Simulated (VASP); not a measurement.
Ge, 4 atoms in the cell. The structure is hexagonal, space group P6_3/mmc (No. 194). Conventional cell: a = 3.827 Å, b = 3.827 Å, c = 6.330 Å, α = 90.00°, β = 90.00°, γ = 120.00°. Ge (site symmetry 3m) has 4 Ge at 2.35 to 2.36 Å within 3.1 Å.  This cell differs from its parent crystal: volume scaled by 0.88.

```yaml
Program: VASP 6.6.1
Task: relaxation of shape and atoms at fixed volume
Functional: PBEsol
Potentials_or_basis: VASP PAW PBE potentials, release 64 (Ge_d)
Cutoff: 600 eV
k_mesh: 12 × 12 × 6
Occupations: gaussian, width 0.1 eV
Spin: no spin polarisation
Dipole_correction: no
Further_INCAR_settings: ALGO = Normal; EDIFF = 1e-07; IBRION = 2; EDIFFG = -0.01; NSW = 50; ISIF = 4
```

Potentials or basis: VASP PAW PBE potentials, release 64 (Ge_d).

Launch:

```console
$ cat potpaw_PBE.64/Ge_d/POTCAR > POTCAR
$ mpirun -np 1 vasp_std > vasp.out
```

Hardware: 1 thread of Intel Xeon 8259CL, with other jobs on the host.

Question: Estimate the wall time of this run.

Answer: Run time: 7.1 min on 1 thread of Intel Xeon 8259CL, on a shared host, peak memory 0.35 GiB. Counts: scf iterations 20, k points 76, ion steps 3.
